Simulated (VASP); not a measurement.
# Ti3Zn: single point with LDA

Ti3Zn:

```xyz
4
Lattice="3.8389 0.0000 0.0000 0.0000 3.8389 0.0000 0.0000 0.0000 3.8389" Properties=species:S:1:pos:R:3 pbc="T T T"
Ti    0.0000    1.9195    1.9195
Ti    1.9195    0.0000    1.9195
Ti    1.9195    1.9195    0.0000
Zn    0.0000    0.0000    0.0000
```

| Item | Value |
| --- | --- |
| Program | VASP 6.6.1 |
| Task | single point |
| Functional | LDA |
| Potentials or basis | VASP PAW LDA potentials, release 64 (Ti_sv, Zn) |
| Cutoff | 520 eV |
| k mesh | 12 × 12 × 12 |
| Occupations | gaussian, width 0.15 eV |
| Spin | no spin polarisation |
| Dipole correction | no |
| Further INCAR settings | ALGO = Fast; EDIFF = 1e-06; NBANDS = 32 |

The pressure is 8.1 GPa and the band gap on the k mesh is zero (bands 24 and 25 overlap by 0.49 eV).

Levels at points of the mesh, in eV from the Fermi level:
```csv
k point,band 20,band 21,band 22,band 23,band 24,band 25,band 26,band 27,band 28,band 29
"(0.00, 0.00, 0.00)",-1.15,-1.15,-1.12,-1.12,-1.12,2.46,2.46,2.46,2.46,2.46
"(0.50, 0.00, 0.00)",-2.18,-1.02,-1.02,-0.82,0.29,0.87,0.87,1.32,1.78,1.99
"(0.50, 0.50, 0.00)",-2.77,-1.32,-1.11,-0.29,-0.18,-0.18,1.07,1.07,2.01,2.01
"(0.50, 0.50, 0.50)",-1.71,-1.71,-0.11,-0.11,-0.11,0.84,0.84,0.84,1.64,2.32
```

It took 2.9 min on 1 thread of Intel(R) Xeon(R) 6975P-C (Granite Rapids) (shared host), peak memory 0.24 GiB.

Caveat: the cell stands under pressure.
